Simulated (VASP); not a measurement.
Set up this calculation in VASP 6.6.1, as the native input.

| Property | Result |
| --- | --- |
| Task | single point |
| Functional | PBE |
| Potentials or basis | VASP PAW PBE potentials, release 64 (Si, S) |
| Cutoff | 520 eV |
| k mesh | 4 × 4 × 4 |
| Occupations | gaussian, width 0.1 eV |
| Spin | no spin polarisation |
| Dipole correction | no |
| Further INCAR settings | ALGO = Normal; EDIFF = 1e-07; NBANDS = 19 |

The structure of SiS3 lies in POSCAR:

```
SiS3
1.0
    4.1883021300      0.0000000000      0.0000000000
    0.0000000000      4.1883021300      0.0000000000
    0.0000000000      0.0000000000      4.1883021300
Si S
1 3
Direct
    0.0000000000      0.0000000000      0.0000000000
    0.5000000000      0.0000000000      0.5000000000
    0.0000000000      0.5000000000      0.5000000000
    0.5000000000      0.5000000000      0.0000000000
```

One way to write it, as run:

INCAR

```
PREC = Accurate
ENCUT = 520
EDIFF = 1E-7
ISMEAR = 0
SIGMA = 0.1
LREAL = F
LASPH = T
NELM = 100
ALGO = Normal
ISIF = 2
LWAVE = F
LCHARG = F
GGA = PE
NBANDS = 19
```

KPOINTS

```
regular mesh
0
Gamma
  4 4 4
```

Potentials or basis: VASP PAW PBE potentials, release 64 (Si, S).

Run with:

```console
$ cat potpaw_PBE.64/Si/POTCAR potpaw_PBE.64/S/POTCAR > POTCAR
$ mpirun -np 1 vasp_std > vasp.out
```

Results of the run:

```
Pressure               : -5.5 GPa
Band gap on the k mesh : zero (band 11 reaches 7.37 eV, above the bottom of band 12 at 5.84 eV)
```

Caveat: the k points lie up to 0.38 Å⁻¹ apart.

Run time: 7.1 s on 1 thread of Intel Xeon 6975P-C, with other jobs on the host, peak memory 0.17 GiB.
